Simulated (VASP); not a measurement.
Write the native input for VASP 6.6.1 that does the following.

```yaml
Task: single point
Functional: r2SCAN
Potentials_or_basis: VASP PAW PBE potentials, release 64 (B, N)
Cutoff: 520 eV
k_mesh: 14 × 14 × 14
Occupations: fermi-dirac, width 0.02 eV
Spin: no spin polarisation
Dipole_correction: no
Further_INCAR_settings: ALGO = Normal; EDIFF = 1e-06; NBANDS = 11
```

The system is BN (Qingsongite).

```
B N
1.0
     0.00000    1.79231    1.79231
     1.79231    0.00000    1.79231
     1.79231    1.79231    0.00000
B N
1 1
Direct
  0.00000 0.00000 0.00000
  0.25000 0.25000 0.25000
```

The input as run:

POSCAR

```
BN
1.0
    0.0000000000      1.7923110500      1.7923110500
    1.7923110500      0.0000000000      1.7923110500
    1.7923110500      1.7923110500      0.0000000000
B N
1 1
Direct
    0.0000000000      0.0000000000      0.0000000000
    0.2500000000      0.2500000000      0.2500000000
```

INCAR.step1

```
SYSTEM = BN
ALGO = Normal ; EDIFF = 1E-4
ENCUT = 520 ; GGA = PE
ISMEAR = -1 ; LASPH = .TRUE.
LCHARG = .FALSE. ; LREAL = .FALSE.
LWAVE = .TRUE. ; NBANDS = 11
NELM = 100 ; PREC = Accurate
SIGMA = 0.02
```

INCAR.step2

```
SYSTEM = BN
ALGO = Normal ; EDIFF = 1E-6
ENCUT = 520 ; ISIF = 2
ISMEAR = -1 ; ISTART = 1
LASPH = .TRUE. ; LCHARG = .TRUE.
LELF = .TRUE. ; LMIXTAU = .TRUE.
LREAL = .FALSE. ; LVHAR = .TRUE.
LWAVE = .FALSE. ; METAGGA = R2SCAN
NBANDS = 11 ; NELM = 100
PREC = Accurate ; SIGMA = 0.02
```

KPOINTS

```
k-points
0
G
  14 14 14
  0 0 0
```

Potentials or basis: VASP PAW PBE potentials, release 64 (B, N).

Command:

```bash
$ cat potpaw_PBE.64/B/POTCAR potpaw_PBE.64/N/POTCAR > POTCAR
$ cp INCAR.step1 INCAR
$ mpirun -np 1 vasp_std > vasp.out
$ cp INCAR.step2 INCAR
$ mpirun -np 1 vasp_std > vasp.out
```

It gave:

```yaml
Pressure: 9.7 GPa
Band_gap_on_the_k_mesh: 5.01 eV, indirect (least direct gap 9.65 eV)
```

Caveat: the PAW data sets were made with another functional, which shifts forces and pressure a little.

Run time: 87 s on 1 thread of AMD EPYC 7R43 64-Core Processor (Zen 3), on a shared host, peak memory 0.09 GiB.
